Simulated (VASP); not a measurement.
# SnS2 (P-3m1) in VASP: settings compared, part 2 of 2

VASP 6.6.1. Earlier steps stand in the parts before.

### Step 5. Single point, HSE06

Contents of POSCAR:

```
SnS2
1.0
    3.6607548100      0.0000000000      0.0000000000
   -1.8303774050      3.1703066624      0.0000000000
    0.0000000000      0.0000000000      5.9617808746
Sn S
1 2
Direct
    0.0000000000      0.0000000000      0.0000000000
    0.3333333333      0.6666666667      0.2455905346
    0.6666666667      0.3333333333      0.7544094654
```

Contents of INCAR.step1:

```
PREC = Accurate
ENCUT = 400
EDIFF = 1E-5
ISMEAR = 0
SIGMA = 0.2
LREAL = F
LASPH = T
NELM = 120
ALGO = Normal
ISIF = 2
LWAVE = T
LCHARG = F
GGA = PE
NBANDS = 20
GGA_COMPAT = F
```

Contents of INCAR.step2:

```
PREC = Accurate
ENCUT = 400
EDIFF = 1E-6
ISMEAR = 0
SIGMA = 0.2
LREAL = F
LASPH = T
NELM = 120
ALGO = Normal
ISIF = 2
LWAVE = F
LCHARG = F
GGA = PE
LHFCALC = T
HFSCREEN = 0.2079
PRECFOCK = Normal
ISTART = 1
NBANDS = 20
GGA_COMPAT = F
```

Contents of KPOINTS:

```
Automatic mesh
0
Gamma
  6 6 2
```

Potentials or basis: VASP PAW PBE potentials, release 64 (Sn_d, S).

The run is started by

```
$ cat potpaw_PBE.64/Sn_d/POTCAR potpaw_PBE.64/S/POTCAR > POTCAR
$ cp INCAR.step1 INCAR
$ mpirun -np 1 vasp_std > vasp.out
$ cp INCAR.step2 INCAR
$ mpirun -np 1 vasp_std > vasp.out
```

OUTCAR:

```text
PREC = Accurate
   ENCUT = 400
   EDIFF = 1E-6
   ISMEAR = 0
   LREAL = F
   LASPH = T
   NELM = 120
   ISIF = 2
   GGA = PE
   LHFCALC = T
   HFSCREEN = 0.2079
   PRECFOCK = Normal
   ISTART = 1

 ion  position               nearest neighbor table
   1  0.000  0.000  0.000-   2 2.57   3 2.57   2 2.57   3 2.57   3 2.57   2 2.57
   2  0.333  0.667  0.246-   1 2.57   1 2.57   1 2.57
   3  0.667  0.333  0.754-   1 2.57   1 2.57   1 2.57

  LATTYP: Found a hexagonal cell.
 ALAT       =     3.6607548100
 C/A-ratio  =     1.6285660155

  Lattice vectors:

 A1 = (   3.6607548100,   0.0000000000,   0.0000000000)
 A2 = (  -1.8303774050,   3.1703066624,   0.0000000000)
 A3 = (   0.0000000000,   0.0000000000,   5.9617808746)

Analysis of symmetry for initial positions (statically):
=====================================================================
 Subroutine PRICEL returns:
 Original cell was already a primitive cell.

 Routine SETGRP: Setting up the symmetry group for a
 hexagonal supercell.

 Subroutine GETGRP returns: Found 12 space group operations
 (whereof 12 operations were pure point group operations)
 out of a pool of 24 trial point group operations.

The static configuration has the point symmetry D_3d.

Analysis of symmetry for dynamics (positions and initial velocities):
=====================================================================
 Subroutine PRICEL returns:
 Original cell was already a primitive cell.

 Routine SETGRP: Setting up the symmetry group for a
 hexagonal supercell.

 Subroutine GETGRP returns: Found 12 space group operations
 (whereof 12 operations were pure point group operations)
[... 112 lines left out ...]
     AMIX     =   0.40;   BMIX     =  1.00
     AMIX_MAG =   1.60;   BMIX_MAG =  1.00
  volume/ion in A,a.u.               =      23.06       155.64
  Fermi-wavevector in a.u.,A,eV,Ry     =   1.181363  2.232452 18.988538  1.395618
  Thomas-Fermi vector in A             =   2.317638
   LORBIT       =      0    0 simple, 1 ext, 2 COOP (PROOUT), +10 PAW based schemes
   GGA     = PE    functional components
   LHFCALC =     T    Hartree Fock is set to
   PRECFOCK=normal    Normal, Fast or Accurate (Low or Medium for compatibility)
   ENCUT4O =  -1.0   cutoff for four orbital integrals eV
   NKREDX  =     1    reduce k-point grid by
   NKREDY  =     1    reduce k-point grid by
   NKREDZ  =     1    reduce k-point grid by
   AEXX    =    0.2500 exact exchange contribution
   HFSCREEN=    0.2079 screening length (either q_TF or 0.3 A-1)
   HFSCREENC=   0.2079 screening length for correlation (either q_TF or 0.3 A-1)
   ENCUTFOCK=  -1.0 apply spherical cutoff to Coloumb kernel
   IVDW    =     0    specifies the selected vdW correction
   LEPSILON=     F    determine dielectric tensor
   LRPA    =     F    only Hartree local field effects (RPA)
 non-spin polarized calculation
 Gauss-broadening in eV      SIGMA  =   0.20
  energy-cutoff  :      400.00
  volume of cell :       69.19
 maximum number of plane-waves:      1272
 NGX is ok and might be reduce to    24
  NGX = 18; NGY = 18; NGZ = 30

 number of electron      26.0000001 magnetization

 Free energy of the ion-electron system (eV)
  ---------------------------------------------------
  ext. energy  EPLUGINS =         0.00000000
  ---------------------------------------------------
  free energy    TOTEN  =       -16.19525412 eV

  energy without entropy =      -16.19525412  energy(sigma->0) =      -16.19525412

 E-fermi :   4.7187     XC(G=0):  -7.8969

 val. band max:        3.7620478499   @ k =   0.0000   0.0000   0.0000
 cond. band min:       6.1895504274   @ k =   0.5000  -0.0000   0.5000
 fundamental gap:      2.4275025775
 Fermi energy:         4.7186846851

 k-point     1 :       0.0000    0.0000    0.0000
  band No.  band energies     occupation
      1     -19.0273      2.00000
      2     -19.0273      2.00000
      3     -18.9662      2.00000
      4     -18.9402      2.00000
      5     -18.9402      2.00000
      6     -11.2540      2.00000
[... 311 lines left out ...]
     19      14.5638      0.00000
     20      14.6366      0.00000

------------------------ aborting loop because EDIFF is reached ----------------------------------------

  FORCE on cell =-STRESS in cart. coord.  units (eV):
  Direction    XX          YY          ZZ          XY          YZ          ZX
  --------------------------------------------------------------------------------------
  -------------------------------------------------------------------------------------
  Total       -0.1277657     -0.1277657     -0.1484846      0.0000000      0.0000000      0.0000000
  in kB       -2.9585367     -2.9585367     -3.4383021      0.0000000      0.0000000      0.0000000
  external PRESSURE =      -3.1184585 kB  Pullay stress =       0.0000000 kB

 VOLUME and BASIS-vectors are now :
 -----------------------------------------------------------------------------
  energy-cutoff  :      400.00
  volume of cell :       69.19
      direct lattice vectors                 reciprocal lattice vectors
     3.660754810  0.000000000  0.000000000     0.273167708  0.157713450  0.000000000
    -1.830377405  3.170306662  0.000000000     0.000000000  0.315426899  0.000000000
     0.000000000  0.000000000  5.961780875     0.000000000  0.000000000  0.167735115

 POSITION                                       TOTAL-FORCE (eV/Angst)
 -----------------------------------------------------------------------------------
      0.00000      0.00000      0.00000         0.000000     -0.000000      0.000000
     -0.00000      2.11354      1.46416         0.000000      0.000000     -0.265307
      1.83038      1.05677      4.49762        -0.000000     -0.000000      0.265307
 -----------------------------------------------------------------------------------
    total drift:                                0.000001     -0.000000      0.000002

  FREE ENERGIE OF THE ION-ELECTRON SYSTEM (eV)
  ---------------------------------------------------
  free  energy   TOTEN  =       -16.1952541184 eV

  energy  without entropy=      -16.1952541184  energy(sigma->0) =      -16.19525412
```

OUTCAR.step1:

```text
PREC = Accurate
   ENCUT = 400
   EDIFF = 1E-5
   ISMEAR = 0
   LREAL = F
[... 536 lines left out ...]
      0.00000      0.00000      0.00000        -0.000000      0.000000      0.000000
     -0.00000      2.11354      1.46416         0.000000      0.000000      0.216279
      1.83038      1.05677      4.49762        -0.000000     -0.000000     -0.216279
 -----------------------------------------------------------------------------------
    total drift:                               -0.000000     -0.000000      0.000000

  FREE ENERGIE OF THE ION-ELECTRON SYSTEM (eV)
  ---------------------------------------------------
  free  energy   TOTEN  =       -13.1686314232 eV

  energy  without entropy=      -13.1686314195  energy(sigma->0) =      -13.16863142
```

OSZICAR.step1:

```text
N       E                     dE             d eps       ncg     rms          rms(c)
DAV:   1     0.188261311757E+03    0.18826E+03   -0.10728E+04   564   0.129E+03
DAV:   2     0.745378672990E+01   -0.18081E+03   -0.17287E+03   608   0.343E+02
DAV:   3    -0.129950418062E+02   -0.20449E+02   -0.20217E+02   696   0.108E+02
DAV:   4    -0.136571973176E+02   -0.66216E+00   -0.66127E+00   668   0.210E+01
DAV:   5    -0.136793882184E+02   -0.22191E-01   -0.22190E-01   840   0.377E+00    0.867E+00
DAV:   6    -0.131938343115E+02    0.48555E+00   -0.97046E-01   844   0.106E+01    0.627E+00
DAV:   7    -0.131688604286E+02    0.24974E-01   -0.29309E-01   692   0.335E+00    0.208E+00
DAV:   8    -0.131681760026E+02    0.68443E-03   -0.28097E-02   776   0.163E+00    0.644E-01
DAV:   9    -0.131685861925E+02   -0.41019E-03   -0.27423E-03   684   0.390E-01    0.166E-01
DAV:  10    -0.131685773853E+02    0.88072E-05   -0.33986E-04   724   0.126E-01    0.737E-02
DAV:  11    -0.131686315501E+02   -0.54165E-04   -0.75707E-05   640   0.517E-02    0.228E-02
DAV:  12    -0.131686314232E+02    0.12695E-06   -0.27952E-06   420   0.118E-02
   1 F= -.13168631E+02 E0= -.13168631E+02  d E =-.361211E-08
```

Wall time 12 min (1 thread of Intel Xeon Platinum 8488C (Sapphire Rapids), shared host); peak memory 0.27 GiB.

What came out:

```yaml
Free_energy: -16.1953 eV
Pressure: -0.3 GPa
Largest_force: 0.265 eV/Å
Band_gap_on_the_k_mesh: 2.43 eV (least direct gap 2.80 eV)
```

Forces in eV/Å, atoms in the order of the input:
```
Sn   0.000  0.000  0.000
S    0.000  0.000 -0.265
S    0.000  0.000  0.265
```

Levels at points of the mesh, in eV from the valence-band top:
```
           k point  band 10  band 11  band 12  band 13  band 14  band 15  band 16  band 17
(0.00, 0.00, 0.00)    -0.60    -0.26    -0.26     0.00     2.96     4.67     6.59     6.59
(0.50, 0.00, 0.00)    -2.81    -2.65    -0.91    -0.21     2.59     5.59     7.09     7.44
(0.00, 0.00, 0.50)    -0.68    -0.68    -0.14    -0.14     4.09     4.74     6.34     6.34
(0.50, 0.00, 0.50)    -2.50    -1.90    -0.68    -0.52     2.43     5.81     6.77     7.48
```

Caveat: the k points lie up to 0.53 Å⁻¹ apart; the PAW data sets were made with another functional, which shifts forces and pressure a little; spin-orbit coupling is left out, which moves the levels of the heavy elements; this functional lacks dispersion, which binds the layers, so the pressure and a relaxed spacing across them are unreliable. A k mesh can miss the band edges.

### Step 6. Overview

| level | smearing | share of exact exchange | screening parameter | gap on the mesh (eV) | pressure (GPa) | largest force (eV/Å) |
| --- | --- | --- | --- | --- | --- | --- |
| HSE06 | gaussian 0.01 eV | 0.25 | 0.2079 1/Å | 2.43 | -0.3 | 0.27 |
| PBE-based screened hybrid with 35 % exact exchange | gaussian 0.01 eV | 0.35 | 0.3 1/Å | 2.52 | -1.1 | 0.39 |
| PBE-based screened hybrid with 30 % exact exchange | gaussian 0.01 eV | 0.3 | 0.3 1/Å | 2.37 | -0.6 | 0.31 |
| HSE06 | gaussian 0.2 eV | 0.25 | 0.2079 1/Å | 2.43 | -0.3 | 0.27 |

Alike in all rows: task single point; potentials or basis VASP PAW PBE potentials, release 64 (Sn_d, S); no spin polarisation; cell as given; k mesh 6 × 6 × 2; cutoff (eV) 400.

Caveats: all runs use coarse meshes; the PAW data sets were made with another functional, which shifts forces and pressure a little; spin-orbit coupling is left out, which moves the levels of the heavy elements; this functional lacks dispersion, which binds the layers, so the pressure and a relaxed spacing across them are unreliable (at least some runs).

Total energies depend on the potentials used, so only differences within one code and one set of settings carry meaning.
